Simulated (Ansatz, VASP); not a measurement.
# One calculation of Sb, two programs

```
Sb
1.0
     3.03360    0.00000    0.00000
     0.00000    3.03360    0.00000
     0.00000    0.00000    3.28640
Sb
1
Direct
  0.00000 0.00000 0.00000
```

Change from the starting cell: strain -0.040 along x and y, +0.040 along z, atoms carried along.

Alike in both runs: task single point; functional r2SCAN; k mesh 16 × 16 × 16; occupations gaussian, width 0.15 eV; no spin polarisation.

|  | VASP | Ansatz |
| --- | --- | --- |
| version | VASP 6.6.1 | Ansatz 0.2.0 |
| potentials or method | VASP PAW PBE potentials, release 64 (Sb), cutoff 520 eV | scalar-relativistic, plane waves, PAW |
| valence electrons in the cell | 5 | 15 |

```csv
,VASP,Ansatz,Ansatz less VASP
gap on the k mesh at the Fermi level (eV),none,none,-
pressure (GPa),-0.8,-0.8,-0.02
"traceless stress, the component that is largest in VASP (GPa)",-5.60,-5.57,+0.033
```

VASP's potentials were made for PBE, not for r2SCAN. A gap of «none» marks a metal or a gap that the smearing closes. VASP's potentials hold 5 valence electrons a cell and Ansatz's 15, so a difference there can come from the potentials and not from the codes.

Neither program's run includes spin-orbit coupling.
